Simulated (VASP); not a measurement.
Input of a VASP 6.6.1 run:

INCAR

```
PREC     = Accurate       # precision mode
ENCUT    = 520            # plane-wave cutoff, eV
EDIFF    = 1E-6           # SCF threshold, eV
ISMEAR   = 0              # smearing method
SIGMA    = 0.05           # smearing width, eV
LREAL    = False          # projectors in reciprocal space
LASPH    = True           # aspherical terms in the spheres
NELM     = 80             # most SCF steps
ALGO     = Normal         # electronic algorithm
ISIF     = 2              # what is computed and relaxed
LWAVE    = False          # write WAVECAR
LCHARG   = False          # write CHGCAR
NBANDS   = 11             # bands
```

The input KPOINTS:

```
Automatic mesh
0
Gamma
  9 9 9
```

POSCAR

```
Ca
1.0
   -2.0681530750      2.0733265467      2.4123031051
    2.0681530750     -2.0733265467      2.4123031051
    2.0681530750      2.0733265467     -2.4123031051
Ca
1
Direct
    0.5000000000      0.5000000000      0.0000000000
```

Potentials or basis: VASP PAW LDA potentials, release 64 (Ca_sv).

Command:

```bash
$ cat potpaw_LDA.64/Ca_sv/POTCAR > POTCAR
$ mpirun -np 1 vasp_std > vasp.out
```

Task: What does it give for the band gap on the k mesh?

Result: Zero (band 5 reaches 2.00 eV, above the bottom of band 6 at 1.84 eV).

Task: What does it give for the pressure?

Result: -1.5 GPa.

Stress tensor (GPa, compression positive):
```
-1.54  0.00  0.00
 0.00 -1.56  0.00
 0.00  0.00 -1.38
```
